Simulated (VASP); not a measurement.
Ta2H, 3 atoms in the cell. The structure is orthorhombic, space group C222 (No. 21). The conventional cell has a = 3.441 Å, b = 4.743 Å, c = 4.759 Å, α = 90.00°, β = 90.00°, γ = 90.00°. H (site symmetry 222) has 4 Ta at 1.93 Å within 2.6 Å. Within 2.6 Å of Ta (site symmetry 2) lie 2 H at 1.93 Å. 

```yaml
Program: VASP 6.6.1
Task: relaxation of cell and atoms
Functional: PBEsol
Potentials_or_basis: VASP PAW PBE potentials, release 64 (H, Ta_pv)
Cutoff: 600 eV
k_mesh: 12 × 12 × 8
Occupations: gaussian, width 0.05 eV
Spin: no spin polarisation
Dipole_correction: no
Further_INCAR_settings: ALGO = Normal; EDIFF = 1e-06; IBRION = 2; EDIFFG = -0.01; NSW = 80; ISIF = 3
```

Potentials or basis: VASP PAW PBE potentials, release 64 (H, Ta_pv).

Launch:

```console
$ cat potpaw_PBE.64/H/POTCAR potpaw_PBE.64/Ta_pv/POTCAR > POTCAR
$ mpirun -np 1 vasp_std > vasp.out
```

Hardware: 1 thread of Intel(R) Xeon(R) 6975P-C (Granite Rapids) (shared host).

**Question.** How long does it take, and how much memory?

**Answer.** Wall time 2.7 min on 1 thread of Intel(R) Xeon(R) 6975P-C (Granite Rapids), with other jobs on the host, peak memory 0.29 GiB. Counts: scf iterations 48, k points 215, ion steps 8.
